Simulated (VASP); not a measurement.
Li5NbO5, 22 atoms in the cell. The structure is monoclinic, space group C2/c (No. 15). The conventional cell has a = 5.782 Å, b = 9.575 Å, c = 9.252 Å, α = 90.00°, β = 104.86°, γ = 90.00°. Li (site symmetry 1) has 4 O at 1.92 to 2.21 Å and 4 Li at 2.46 to 2.71 Å and 1 Nb at 2.84 Å within 2.9 Å. Li (site symmetry 1) has 5 O at 2.00 to 2.39 Å and 8 Li at 2.61 to 3.24 Å and 1 Nb at 3.10 Å within 3.3 Å. Within 2.7 Å of Li (site symmetry 2) lie 5 O at 2.08 to 2.12 Å and 4 Li at 2.56 to 2.65 Å. Within 2.5 Å of Nb (site symmetry 2) lie 5 O at 1.87 to 2.02 Å. O (site symmetry 1) has 4 Li at 1.92 to 2.17 Å and 1 Nb at 1.92 Å within 2.5 Å. O (site symmetry 1) has 5 Li at 1.99 to 2.29 Å and 1 Nb at 2.02 Å and 2 O at 2.70 to 2.72 Å within 2.8 Å. Within 2.5 Å of O (site symmetry 2) lie 1 Nb at 1.87 Å and 5 Li at 2.09 to 2.39 Å. 

| Quantity | Value |
| --- | --- |
| Program | VASP 6.6.1 |
| Task | single point |
| Functional | PBEsol |
| Potentials or basis | VASP PAW PBE potentials, release 64 (Li_sv, Nb_sv, O) |
| Cutoff | 520 eV |
| k mesh | 6 × 6 × 4 |
| Occupations | gaussian, width 0.02 eV |
| Spin | no spin polarisation |
| Dipole correction | no |
| Further INCAR settings | LREAL = Auto; ALGO = Normal; EDIFF = 1e-06; NBANDS = 75 |

Potentials or basis: VASP PAW PBE potentials, release 64 (Li_sv, Nb_sv, O).

Command:

```bash
$ cat potpaw_PBE.64/Li_sv/POTCAR potpaw_PBE.64/Nb_sv/POTCAR potpaw_PBE.64/O/POTCAR > POTCAR
$ mpirun -np 1 vasp_std > vasp.out
```

Hardware: 1 thread of Oxide Virtual Turin-like Processor, with other jobs on the host.

**Question.** How long does it take, and how much memory?

**Answer.** Run time: 29 min on 1 thread of Oxide Virtual Turin-like Processor, on a shared host, peak memory 0.63 GiB. Counts: scf iterations 18, k points 47.
